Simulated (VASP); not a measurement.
Write the native input for VASP 6.6.1 that does the following.

```
Task                   : single point
Functional             : PBE
Potentials or basis    : VASP PAW PBE potentials, release 64 (W_sv, O)
Cutoff                 : 520 eV
k mesh                 : 10 × 10 × 10
Occupations            : fermi-dirac, width 0.05 eV
Spin                   : collinear spin, ferromagnetic start
Starting moments       : [1.0, 0.0] μB
Hubbard terms          : W d U = 6.2 eV
Dipole correction      : no
Further INCAR settings : ALGO = Normal; EDIFF = 1e-06; NBANDS = 21
```

The structure of WO lies in POSCAR:

```
WO
1.0
    0.0000000000      2.4128820392      2.4128820392
    2.4128820392      0.0000000000      2.4128820392
    2.4128820392      2.4128820392      0.0000000000
W O
1 1
Direct
    0.0000000000      0.0000000000      0.0000000000
    0.2500000000      0.2500000000      0.2500000000
```

The input as run:

INCAR

```
PREC = Accurate ; ENCUT = 520
EDIFF = 1E-6 ; ISMEAR = -1
SIGMA = 0.05 ; LREAL = False
LASPH = True ; NELM = 150
ALGO = Normal ; ISIF = 2
LWAVE = False ; LCHARG = False
ISPIN = 2 ; MAGMOM = 1 0
LORBIT = 11 ; LMAXMIX = 4
LDAU = True ; LDAUTYPE = 2
LDAUL = 2 -1 ; LDAUU = 6.2 0
LDAUJ = 0 0 ; LDAUPRINT = 1
GGA = PE ; NBANDS = 21
```

KPOINTS

```
regular mesh
0
Gamma
  10 10 10
```

Potentials or basis: VASP PAW PBE potentials, release 64 (W_sv, O).

Launch:

```console
$ cat potpaw_PBE.64/W_sv/POTCAR potpaw_PBE.64/O/POTCAR > POTCAR
$ mpirun -np 1 vasp_std > vasp.out
```

Results of the run:

```
Pressure                                              : 5.8 GPa
Band gap on the k mesh                                : 0.62 eV, indirect (least direct gap 1.09 eV)
Net moment                                            : 2.00 μB per cell
Site moments                                          : W +1.72; O +0.04 μB
Valence electrons inside the program's atomic spheres : W 11.62; O 5.10
```

Caveat: spin-orbit coupling is left out, which moves the levels of the heavy elements.

It took 100 s on 1 thread of Intel Xeon 8259CL, on a shared host, peak memory 0.2 GiB.
